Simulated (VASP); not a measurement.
A run of VASP 6.6.1 is set up as follows.

Contents of INCAR:

```
  ALGO = Normal
  EDIFF = 1E-7
  EDIFFG = -0.01
  ENCUT = 500
  GGA = PE
  GGA_COMPAT = F
  IBRION = 2
  ISIF = 3
  ISMEAR = 1
  LASPH = T
  LCHARG = F
  LREAL = F
  LWAVE = F
  NELM = 120
  NELMIN = 4
  NSW = 60
  PREC = Accurate
  PSTRESS = 600.0
  SIGMA = 0.1
```

File KPOINTS:

```
k-points
0
Gamma
  8 8 8
```

Contents of POSCAR:

```
Si
1.0
    2.5700000000      0.0000000000      0.0000000000
    0.0000000000      2.5700000000      0.0000000000
    0.0000000000      0.0000000000      2.5700000000
Si
1
Direct
    0.0000000000      0.0000000000      0.0000000000
```

Potentials or basis: VASP PAW PBE potentials, release 64 (Si).

The run is started by

```bash
$ cat potpaw_PBE.64/Si/POTCAR > POTCAR
$ mpirun -np 1 vasp_std > vasp.out
```

Estimate the space group after relaxing (to 0.1 Å).

Pm-3m (No. 221).

Predict the relaxed cell.

a = 2.278 Å, b = 2.278 Å, c = 2.278 Å, α = 90.00°, β = 90.00°, γ = 90.00°.

Predict the relaxed volume.

11.83 Å³/atom.

Final structure:
```yaml
crystal:
  lattice:
    - [2.27846, 0.00000, 0.00000]
    - [0.00000, 2.27846, 0.00000]
    - [0.00000, 0.00000, 2.27846]
  atoms:
    - { symbol: Si, position: [0.00000, 0.00000, 0.00000] }
```

Caveat: the cell is relaxed towards a set pressure, so the run minimises the enthalpy, not the energy; the volume moved by over 15 % at a fixed basis, so the end points are rough.
